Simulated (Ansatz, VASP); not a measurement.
Two plane-wave programs on Si

```
Si
1.0
     0.00000    5.43000    5.43000
     5.43000    0.00000    5.43000
     5.43000    5.43000    0.00000
Si
17
Cartesian
  -0.0357 0.0006 0.0008
  1.3302 1.3823 1.3835
  2.7123 2.7482 0.0024
  4.0753 4.0681 1.3624
  2.7133 0.0013 2.7493
  4.0761 1.3626 4.0681
  5.4303 2.7152 2.7148
  6.7827 4.0686 4.0693
  -0.0058 2.7140 2.7182
  1.3312 4.0484 4.0493
  2.7129 5.4285 2.6822
  4.0917 6.8079 4.0528
  2.7138 2.6817 5.4296
  4.0939 4.0496 6.8113
  5.4629 5.4291 5.4312
  6.7832 6.7910 6.7915
  2.7094 5.4290 5.4331
```

Alike in both runs: functional PBE; k mesh 2 × 2 × 2; occupations gaussian, width 0.05 eV; no spin polarisation.

Ansatz relaxed the structure, and its values are those at the end. VASP's run is a single point on that final structure, the one shown.

|  | VASP | Ansatz |
| --- | --- | --- |
| version | VASP 6.6.1 | Ansatz 0.2.0 |
| potentials or method | VASP PAW PBE potentials, release 64 (Si), cutoff 520 eV | scalar-relativistic, plane waves, PAW |
| valence electrons in the cell | 68 | 68 |

Ansatz gave:

* rms of the force components (eV/Å): 0.010

Task: What did VASP give for the same quantities?

Result: rms of the force components (eV/Å): 0.009.

The k mesh is coarse, so the values compare programs but aren't converged.
